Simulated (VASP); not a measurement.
Write the native input for VASP 6.6.1 that does the following.

```yaml
Task: single point
Functional: r2SCAN
Potentials_or_basis: VASP PAW PBE potentials, release 64 (Zn, S)
Cutoff: 520 eV
k_mesh: 8 × 8 × 8
Occupations: gaussian, width 0.05 eV
Spin: no spin polarisation
Dipole_correction: no
Further_INCAR_settings: ALGO = Normal; EDIFF = 1e-06; NBANDS = 16
```

Crystal: ZnS.

```
CELL_PARAMETERS angstrom
0.00000 2.66408 2.70465
2.66408 0.00000 2.70465
2.66408 2.66408 0.00000
ATOMIC_POSITIONS crystal
Zn 0.00000 0.00000 0.00000
S 0.75000 0.75000 0.75000
```

This cell differs from its parent crystal: strain -0.015 along x and y, +0.000 along z.

The input as run:

POSCAR

```
ZnS
1.0
    0.0000000000      2.6640802500      2.7046500000
    2.6640802500      0.0000000000      2.7046500000
    2.6640802500      2.6640802500      0.0000000000
Zn S
1 1
Direct
    0.0000000000      0.0000000000      0.0000000000
    0.7500000000      0.7500000000      0.7500000000
```

INCAR.step1

```
SYSTEM = ZnS
PREC = Accurate
ENCUT = 520
ISMEAR = 0
SIGMA = 0.05
LREAL = .False.
LASPH = .True.
NELM = 80
NBANDS = 16
GGA = PE
ALGO = Normal
EDIFF = 1E-4
LWAVE = .True.
LCHARG = .False.
```

INCAR.step2

```
SYSTEM = ZnS
PREC = Accurate
ENCUT = 520
EDIFF = 1E-6
ISMEAR = 0
SIGMA = 0.05
LREAL = .False.
LASPH = .True.
NELM = 80
ALGO = Normal
ISIF = 2
LWAVE = .False.
LCHARG = .False.
METAGGA = R2SCAN
LMIXTAU = .True.
NBANDS = 16
ISTART = 1
```

KPOINTS

```
Automatic mesh
0
Gamma
  8 8 8
  0 0 0
```

Potentials or basis: VASP PAW PBE potentials, release 64 (Zn, S).

Command:

```console
$ cat potpaw_PBE.64/Zn/POTCAR potpaw_PBE.64/S/POTCAR > POTCAR
$ cp INCAR.step1 INCAR
$ mpirun -np 1 vasp_std > vasp.out
$ cp INCAR.step2 INCAR
$ mpirun -np 1 vasp_std > vasp.out
```

It gave:

```
Pressure               : 1.6 GPa
Band gap on the k mesh : 2.78 eV, direct
```

Caveat: the cell differs from its parent crystal (strain -0.015 along x and y, +0.000 along z); the PAW data sets were made with another functional, which shifts forces and pressure a little.

It took 2.8 min on 1 thread of Intel(R) Xeon(R) Platinum 8259CL CPU @ 2.50GHz (Skylake/Cascade Lake) (shared host), peak memory 0.18 GiB.
